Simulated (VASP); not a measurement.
# Cu (I4/mmm) in VASP: notebook

Cu is run at these levels: r2SCAN; tasks: single point.

Program: VASP 6.6.1. These are calculated values, not measurements. Logs are shortened: lines on timing, memory, paths and dates and some standing lists are left out, and cuts for length are marked.

### Step 1. The cell of the first run

The structure is tetragonal, space group I4/mmm (No. 139). Conventional cell: a = 3.046 Å, b = 3.046 Å, c = 2.470 Å, α = 90.00°, β = 90.00°, γ = 90.00°. Within 3.3 Å of Cu (site symmetry 4/mmm) lie 14 Cu at 2.47 to 3.05 Å.

### Step 2. Single point, r2SCAN

POSCAR reads:

```
Cu
1.0
   -1.5231095727      1.5231095727      1.2347814342
    1.5231095727     -1.5231095727      1.2347814342
    1.5231095727      1.5231095727     -1.2347814342
Cu
1
Direct
    0.0000000000      0.0000000000      0.0000000000
```

INCAR.step1 reads:

```
SYSTEM = Cu
PREC = Accurate
ENCUT = 520
ISMEAR = 0
SIGMA = 0.15
LREAL = .False.
LASPH = .True.
NELM = 100
NBANDS = 12
GGA = PE
ALGO = Normal
EDIFF = 1E-4
LWAVE = .True.
LCHARG = .False.
```

INCAR.step2 reads:

```
SYSTEM = Cu
PREC = Accurate
ENCUT = 520
EDIFF = 1E-7
ISMEAR = 0
SIGMA = 0.15
LREAL = .False.
LASPH = .True.
NELM = 100
ALGO = Normal
ISIF = 2
LWAVE = .False.
LCHARG = .True.
METAGGA = R2SCAN
LMIXTAU = .True.
LELF = .True.
LVHAR = .True.
NBANDS = 12
ISTART = 1
```

KPOINTS reads:

```
regular mesh
0
Gamma
  26 26 26
  0 0 0
```

Potentials or basis: VASP PAW PBE potentials, release 64 (Cu).

Run with:

```
$ cat potpaw_PBE.64/Cu/POTCAR > POTCAR
$ cp INCAR.step1 INCAR
$ mpirun -np 1 vasp_std > vasp.out
$ cp INCAR.step2 INCAR
$ mpirun -np 1 vasp_std > vasp.out
```

OUTCAR:

```text
SYSTEM = Cu
   PREC = Accurate
   ENCUT = 520
   EDIFF = 1E-7
   ISMEAR = 0
   LREAL = .False.
   LASPH = .True.
   NELM = 100
   ISIF = 2
   METAGGA = R2SCAN
   ISTART = 1

 ion  position               nearest neighbor table
   1  0.000  0.000  0.000-

  LATTYP: Found a body centered tetragonal cell.
 ALAT       =     3.0462191454
 C/A-ratio  =     0.8106977044

  Lattice vectors:

 A1 = (  -1.5231095727,   1.5231095727,   1.2347814342)
 A2 = (   1.5231095727,  -1.5231095727,   1.2347814342)
 A3 = (   1.5231095727,   1.5231095727,  -1.2347814342)

Analysis of symmetry for initial positions (statically):
=====================================================================
 Subroutine PRICEL returns:
 Original cell was already a primitive cell.

 Routine SETGRP: Setting up the symmetry group for a
 body centered tetragonal supercell.

 Subroutine GETGRP returns: Found 16 space group operations
 (whereof 16 operations were pure point group operations)
 out of a pool of 16 trial point group operations.

The static configuration has the point symmetry D_4h.

Analysis of symmetry for dynamics (positions and initial velocities):
=====================================================================
 Subroutine PRICEL returns:
 Original cell was already a primitive cell.

 Routine SETGRP: Setting up the symmetry group for a
 body centered tetragonal supercell.

 Subroutine GETGRP returns: Found 16 space group operations
 (whereof 16 operations were pure point group operations)
 out of a pool of 16 trial point group operations.

The dynamic configuration has the point symmetry D_4h.

 Subroutine INISYM returns: Found 16 space group operations
 (whereof 16 operations are pure point group operations),
 and found     1 'primitive' translations

----------------------------------------------------------------------------------------

                                     Primitive cell

  volume of cell :      11.4581

  direct lattice vectors                    reciprocal lattice vectors
    -1.523109573  1.523109573  1.234781434     0.000000000  0.328275791  0.404929963
     1.523109573 -1.523109573  1.234781434     0.328275791  0.000000000  0.404929963
     1.523109573  1.523109573 -1.234781434     0.328275791  0.328275791  0.000000000

  length of vectors
     2.482823137  2.482823137  2.482823137     0.521280414  0.521280414  0.464252076

  position of ions in fractional coordinates (direct lattice)
     0.000000000  0.000000000  0.000000000

  ion indices of the primitive-cell ions
   primitive index   ion index
                 1           1

----------------------------------------------------------------------------------------

 KPOINTS: regular mesh

Automatic generation of k-mesh.
 Grid dimensions read from file:
 generate k-points for:   26   26   26

 Generating k-lattice:

  Cartesian coordinates                     Fractional coordinates (reciprocal lattice)
     0.000000000  0.012625992  0.015574229     0.038461538  0.000000000  0.000000000
     0.012625992  0.000000000  0.015574229     0.000000000  0.038461538  0.000000000
     0.012625992  0.012625992  0.000000000     0.000000000  0.000000000  0.038461538

  Length of vectors
     0.020049247  0.020049247  0.017855849

  Shift w.r.t. Gamma in fractional coordinates (k-lattice)
     0.000000000  0.000000000  0.000000000

 Subroutine IBZKPT returns following result:
 ===========================================

 Found   1330 irreducible k-points:

 Following reciprocal coordinates:
            Coordinates               Weight
  0.000000  0.000000  0.000000      1.000000
  0.038462  0.000000 -0.000000      8.000000
  0.076923  0.000000 -0.000000      8.000000
  0.115385  0.000000  0.000000      8.000000
  0.153846  0.000000 -0.000000      8.000000
  0.192308  0.000000 -0.000000      8.000000
[... 16 lines left out ...]
  0.346154  0.038462 -0.000000     16.000000
  0.384615  0.038462 -0.000000     16.000000
 [... further k-points ...]
   k-points           NKPTS =   1330   k-points in BZ     NKDIM =   1330   number of bands    NBANDS=     12
   number of dos      NEDOS =    301   number of ions     NIONS =      1
   total plane-waves  NPLWV =   5832
   dimension x,y,z NGX =    18 NGY =   18 NGZ =   18
   dimension x,y,z NGXF=    36 NGYF=   36 NGZF=   36
   ions per type =               1
   NGX,Y,Z   is equivalent  to a cutoff of  12.05, 12.05, 12.05 a.u.
   NGXF,Y,Z  is equivalent  to a cutoff of  24.11, 24.11, 24.11 a.u.
 SYSTEM =  Cu
   PREC   = accura    normal or accurate (medium, high low for compatibility)
   ISTART =      1    job   : 0-new  1-cont  2-samecut
   ICHARG =      0    charge: 1-file 2-atom 10-const
   ISPIN  =      1    spin polarized calculation?
   LNONCOLLINEAR =      F non collinear calculations
   LSORBIT =      F    spin-orbit coupling
   LASPH  =      T    aspherical Exc in radial PAW
   ENCUT  =  520.0 eV  38.22 Ry    6.18 a.u.   4.62  4.62  4.62*2*pi/ulx,y,z
   NELM   =    100;   NELMIN=  2; NELMDL=  0     # of ELM steps
   EDIFF  = 0.1E-06   stopping-criterion for ELM
   LREAL  =      F    real-space projection
   EDIFFG = 0.1E-05   stopping-criterion for IOM
   NSW    =      0    number of steps for IOM
   IBRION =     -1    ionic relax: 0-MD 1-quasi-New 2-CG
   NFREE  =      0    steps in history (QN), initial steepest desc. (CG)
   ISIF   =      2    stress and relaxation
   ISYM   =      2    0-nonsym 1-usesym 2-fastsym
   POTIM  = 0.5000    time-step for ionic-motion
   TEBEG  =    0.0;   TEEND  =   0.0 temperature during run
   PSTRESS=    0.0 pullay stress
   NELECT =      11.0000    total number of electrons
   NUPDOWN=      -1.0000    fix difference up-down
   EMIN   =  10.00;   EMAX   =-10.00  energy-range for DOS
   EFERMI =   0.00;   METHOD = LEGACY
   ISMEAR =     0;   SIGMA  =   0.15  broadening in eV -4-tet -1-fermi 0-gaus
   EFERMI_NEDOS =   21; number of points for ismear=-14 and -15
   IALGO  =     38    algorithm
   IMIX   =      4    mixing-type and parameters
     AMIX     =   0.40;   BMIX     =  1.00
     AMIX_MAG =   1.60;   BMIX_MAG =  1.00
  volume/ion in A,a.u.               =      11.46        77.32
  Fermi-wavevector in a.u.,A,eV,Ry     =   1.614984  3.051878 35.486359  2.608174
  Thomas-Fermi vector in A             =   2.709805
   LORBIT       =      0    0 simple, 1 ext, 2 COOP (PROOUT), +10 PAW based schemes
   METAGGA = R2SCAN    functional components
   LHFCALC =     F    Hartree Fock is set to
   AEXX    =    0.0000 exact exchange contribution
   IVDW    =     0    specifies the selected vdW correction
   LEPSILON=     F    determine dielectric tensor
   LRPA    =     F    only Hartree local field effects (RPA)
 non-spin polarized calculation
 Gauss-broadening in eV      SIGMA  =   0.15
  energy-cutoff  :      520.00
  volume of cell :       11.46
 maximum number of plane-waves:       321
   NGX =  9   NGY =  9   NGZ =  9

 number of electron      10.9999979 magnetization

 Free energy of the ion-electron system (eV)
  ---------------------------------------------------
  ext. energy  EPLUGINS =         0.00000000
  ---------------------------------------------------
  free energy    TOTEN  =       -10.76272727 eV

  energy without entropy =      -10.75862619  energy(sigma->0) =      -10.76067673

 E-fermi :   7.8168     XC(G=0): -13.9351

 val. band max:        7.8137210642   @ k =  -0.1538  -0.3462   0.1154
 cond. band min:       7.8307835021   @ k =   0.5000   0.1154   0.0769
 fundamental gap:      0.0170624378
 Fermi energy:         7.8168489431

 k-point     1 :       0.0000    0.0000    0.0000
  band No.  band energies     occupation
      1      -2.1215      2.00000
      2       3.9571      2.00000
      3       4.7881      2.00000
      4       4.9023      2.00000
      5       4.9025      2.00000
      6       5.8140      2.00000
      7      30.7665      0.00000
      8      30.7666      0.00000
      9      34.6143      0.00000
     10      36.0224      0.00000
     11      38.6273      0.00000
     12      39.2650      0.00000

 k-point     2 :       0.0385    0.0000   -0.0000
  band No.  band energies     occupation
      1      -2.0547      2.00000
      2       3.9687      2.00000
      3       4.7982      2.00000
      4       4.8955      2.00000
      5       4.8969      2.00000
      6       5.8033      2.00000
      7      30.5492      0.00000
      8      30.5990      0.00000
      9      34.8832      0.00000
     10      36.1686      0.00000
     11      37.4515      0.00000
     12      38.6720      0.00000

 k-point     3 :       0.0769    0.0000   -0.0000
  band No.  band energies     occupation
      1      -1.8554      2.00000
      2       3.9987      2.00000
      3       4.8009      2.00000
      4       4.8861      2.00000
      5       4.9028      2.00000
      6       5.7732      2.00000
      7      30.0366      0.00000
      8      30.1523      0.00000
      9      35.1700      0.00000
     10      35.4069      0.00000
     11      36.5030      0.00000
     12      37.7206      0.00000

 k-point     4 :       0.1154    0.0000    0.0000
  band No.  band energies     occupation
      1      -1.5273      2.00000
      2       4.0310      2.00000
      3       4.7515      2.00000
      4       4.8867      2.00000
      5       4.9696      2.00000
      6       5.7287      2.00000
      7      29.4194      0.00000
      8      29.5201      0.00000
      9      32.7774      0.00000
     10      35.2102      0.00000
     11      36.5611      0.00000
     12      37.7149      0.00000

 k-point     5 :       0.1538    0.0000   -0.0000
  band No.  band energies     occupation
      1      -1.0774      2.00000
      2       4.0409      2.00000
      3       4.6736      2.00000
      4       4.9245      2.00000
      5       5.0759      2.00000
      6       5.6764      2.00000
      7      28.7076      0.00000
      8      28.7888      0.00000
      9      30.4915      0.00000
     10      34.1966      0.00000
     11      35.8560      0.00000
     12      38.0302      0.00000
[... 228 lines left out ...]
      1       1.2581      2.00000
      2       3.7819      2.00000
      3       4.5749      2.00000
      4       5.4747      2.00000
      5       5.4761      2.00000
      6       5.6760      2.00000
      7      21.8123      0.00000
      8      26.3480      0.00000
      9      27.5367      0.00000
     10      30.3363      0.00000
     11      33.2054      0.00000
     12      38.6086      0.00000

 k-point    22 :       0.3077    0.0385   -0.0000
  band No.  band energies     occupation
      1       1.8337      2.00000
      2       3.6745      2.00000
      3       4.8320      2.00000
      4       5.4492      2.00000
      5       5.7195      2.00000
      6       5.8280      2.00000
      7      19.7413      0.00000
      8      25.8352      0.00000
      9      26.6716      0.00000
     10      29.9232      0.00000
     11      32.8385      0.00000
     12      39.0127      0.00000

 k-point    23 :       0.3462    0.0385   -0.0000
  band No.  band energies     occupation
      1       2.2108      2.00000
      2       3.5776      2.00000
      3       5.2515      2.00000
      4       5.4840      2.00000
      5       5.9500      2.00000
      6       6.0409      2.00000
      7      17.7992      0.00000
      8      25.3976      0.00000
      9      25.9160      0.00000
     10      29.6184      0.00000
     11      32.5991      0.00000
     12      39.3979      0.00000

 k-point    24 :       0.3846    0.0385   -0.0000
  band No.  band energies     occupation
      1       2.3969      2.00000
      2       3.4993      2.00000
      3       5.3631      2.00000
      4       5.7890      2.00000
      5       6.0616      2.00000
      6       6.6036      2.00000
      7      16.0434      0.00000
      8      25.0296      0.00000
      9      25.3203      0.00000
     10      29.4131      0.00000
     11      32.4669      0.00000
     12      39.7779      0.00000

 [... further k-points ...]

------------------------ aborting loop because EDIFF is reached ----------------------------------------

  FORCE on cell =-STRESS in cart. coord.  units (eV):
  Direction    XX          YY          ZZ          XY          YZ          ZX
  --------------------------------------------------------------------------------------
  -------------------------------------------------------------------------------------
  Total       -0.0317632     -0.0317632      0.7399080      0.0000000     -0.0000000      0.0000000
  in kB       -4.4414197     -4.4414197    103.4608241      0.0000000     -0.0000000      0.0000000
  external PRESSURE =      31.5259949 kB  Pullay stress =       0.0000000 kB

 VOLUME and BASIS-vectors are now :
 -----------------------------------------------------------------------------
  energy-cutoff  :      520.00
  volume of cell :       11.46
      direct lattice vectors                 reciprocal lattice vectors
    -1.523109573  1.523109573  1.234781434     0.000000000  0.328275791  0.404929963
     1.523109573 -1.523109573  1.234781434     0.328275791  0.000000000  0.404929963
     1.523109573  1.523109573 -1.234781434     0.328275791  0.328275791  0.000000000

 POSITION                                       TOTAL-FORCE (eV/Angst)
 -----------------------------------------------------------------------------------
      0.00000      0.00000      0.00000         0.000000     -0.000000      0.000000
 -----------------------------------------------------------------------------------
    total drift:                                0.000000      0.000000      0.000000

  FREE ENERGIE OF THE ION-ELECTRON SYSTEM (eV)
  ---------------------------------------------------
  free  energy   TOTEN  =       -10.7627272696 eV

  energy  without entropy=      -10.7586261883  energy(sigma->0) =      -10.76067673
```

It took 4.9 min on 1 thread of Intel Xeon 6975P-C (Granite Rapids), shared host; peak memory 0.27 GiB.

What came out:

```
Free energy : -10.7627 eV
Pressure    : 3.2 GPa
```

Stress tensor (GPa, compression positive):
```
-0.44  0.00  0.00
 0.00 -0.44  0.00
 0.00  0.00 10.35
```

Levels at points of the mesh, in eV from the Fermi level:
```csv
k point,band 2,band 3,band 4,band 5,band 6,band 7,band 8,band 9,band 10,band 11
"(0.00, 0.00, 0.00)",-3.86,-3.03,-2.91,-2.91,-2.00,22.95,22.95,26.80,28.21,30.81
"(0.50, 0.00, 0.00)",-4.41,-2.43,-1.69,-1.59,0.07,5.82,17.01,17.11,21.09,24.34
"(0.50, 0.50, 0.00)",-3.29,-3.06,-2.42,-1.74,-1.61,3.26,22.87,24.05,26.95,29.25
"(0.50, 0.50, 0.50)",-5.04,-1.74,-1.74,-1.53,6.14,6.14,12.15,12.86,15.25,21.55
```

Caveat: the PAW data sets were made with another functional, which shifts forces and pressure a little.

### Step 3. Single point, r2SCAN

POSCAR reads:

```
Cu
1.0
   -1.3577204963      1.3577204963      1.5539306677
    1.3577204963     -1.3577204963      1.5539306677
    1.3577204963      1.3577204963     -1.5539306677
Cu
1
Direct
    0.0000000000      0.0000000000      0.0000000000
```

INCAR.step1 reads:

```
SYSTEM = Cu
PREC = Accurate
ENCUT = 520
ISMEAR = 0
SIGMA = 0.15
LREAL = .FALSE.
LASPH = .TRUE.
NELM = 80
NBANDS = 12
GGA = PE
ALGO = Normal
EDIFF = 1E-4
LWAVE = .TRUE.
LCHARG = .FALSE.
```

INCAR.step2 reads:

```
SYSTEM = Cu
PREC = Accurate
ENCUT = 520
EDIFF = 1E-7
ISMEAR = 0
SIGMA = 0.15
LREAL = .FALSE.
LASPH = .TRUE.
NELM = 80
ALGO = Normal
ISIF = 2
LWAVE = .FALSE.
LCHARG = .FALSE.
METAGGA = R2SCAN
LMIXTAU = .TRUE.
NBANDS = 12
ISTART = 1
```

KPOINTS reads:

```
regular mesh
0
G
  26 26 26
  0 0 0
```

Potentials or basis: VASP PAW PBE potentials, release 64 (Cu).

Run with:

```
$ cat potpaw_PBE.64/Cu/POTCAR > POTCAR
$ cp INCAR.step1 INCAR
$ mpirun -np 1 vasp_std > vasp.out
$ cp INCAR.step2 INCAR
$ mpirun -np 1 vasp_std > vasp.out
```

Run time: 4.7 min. Hardware: 1 thread of Intel Xeon 6975P-C (Granite Rapids), shared host; peak memory 0.27 GiB.

Results (log left out):

- Free energy: -10.8003 eV
- Pressure: 1.0 GPa

Stress tensor (GPa, compression positive):
```
0.12 0.00 0.00
0.00 0.12 0.00
0.00 0.00 2.90
```

Levels at points of the mesh, in eV from the Fermi level:
```
           k point  band 2  band 3  band 4  band 5  band 6  band 7  band 8  band 9  band 10  band 11
(0.00, 0.00, 0.00)   -3.42   -3.42   -2.96   -2.59   -2.12   24.61   26.74   26.74    28.53    29.60
(0.50, 0.00, 0.00)   -3.82   -2.68   -2.04   -1.55   -0.99    4.35   19.85   20.42    23.82    26.81
(0.50, 0.50, 0.00)   -4.48   -1.99   -1.97   -1.44    0.08    5.81   16.39   16.43    20.50    23.84
(0.50, 0.50, 0.50)   -4.91   -1.75   -1.61   -1.61    5.50   10.68   10.68   11.77    15.70    18.58
```

Caveat: the PAW data sets were made with another functional, which shifts forces and pressure a little.

(Continued in part 2 of 2.)
